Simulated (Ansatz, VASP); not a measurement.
**One calculation of Ti, two programs**

POSCAR

```
Ti
1.0
    2.7736581226      0.0000000000      0.0000000000
   -1.3868290613      2.5418607360      0.0000000000
    0.0000000000      0.0000000000      4.9631078732
Ti
2
Direct
    0.3333333333      0.6666666667      0.2500000000
    0.6666666667      0.3333333333      0.7500000000
```

File INCAR.step1:

```
SYSTEM = Ti
PREC = Accurate ; ENCUT = 520
ISMEAR = 1 ; SIGMA = 0.05
LREAL = .False. ; LASPH = .True.
NELM = 60 ; NBANDS = 19
GGA = PE ; ALGO = Normal
EDIFF = 1E-4 ; LWAVE = .True.
LCHARG = .False.
```

File INCAR.step2:

```
SYSTEM = Ti
PREC = Accurate ; ENCUT = 520
EDIFF = 1E-6 ; ISMEAR = 1
SIGMA = 0.05 ; LREAL = .False.
LASPH = .True. ; NELM = 60
ALGO = Normal ; ISIF = 2
LWAVE = .False. ; LCHARG = .False.
METAGGA = R2SCAN ; LMIXTAU = .True.
NBANDS = 19 ; ISTART = 1
```

File KPOINTS:

```
regular mesh
0
Gamma
  18 18 10
  0 0 0
```

Input for Ansatz:

```yaml
crystal:
  lattice:
    - [2.7736581226, 0.0, 0.0]
    - [-1.3868290613, 2.541860736, 0.0]
    - [0.0, 0.0, 4.9631078732]
  atoms:
    - { symbol: Ti, position: [0.3333333333, 0.6666666667, 0.25] }
    - { symbol: Ti, position: [0.6666666667, 0.3333333333, 0.75] }
basis:
  ecutwfc: 520.0
kpoints:
  mp_grid: { grid: [18, 18, 10] }
hamiltonian:
  xc: r2scan
scf:
  occupations: { method: cold, width: 0.05 }
output:
  forces: true
  stress: true
  eigenvalues: true
```

Change from the starting cell: normal strain along x -0.0550, normal strain along z +0.0700.

Alike in both runs: task single point; functional r2SCAN; k mesh 18 × 18 × 10; no spin polarisation.

```csv
,VASP,Ansatz
version,VASP 6.6.1,Ansatz 0.2.0
potentials or method,"VASP PAW PBE potentials, release 64 (Ti_sv), cutoff 520 eV","scalar-relativistic, plane waves, PAW"
occupations,"methfessel-paxton of order 1, width 0.05 eV","cold, width 0.05 eV"
valence electrons in the cell,24,24
```

Ansatz gave:

| Item | Value |
| --- | --- |
| gap on the k mesh at the Fermi level (eV) | none |
| pressure (GPa) | -1.2 |
| traceless stress, the component that is largest in VASP (GPa) | 8.62 |
| rms of the force components (eV/Å) | 0.070 |

Problem. Which values does VASP return?

Solution. gap on the k mesh at the Fermi level (eV): none; pressure (GPa): -0.8; traceless stress, the component that is largest in VASP (GPa): 8.66; rms of the force components (eV/Å): 0.071.

VASP's potentials were made for PBE, not for r2SCAN. Atom by atom the forces differ by 0.001 eV/Å (rms over components). A gap of «none» marks a metal or a gap that the smearing closes.
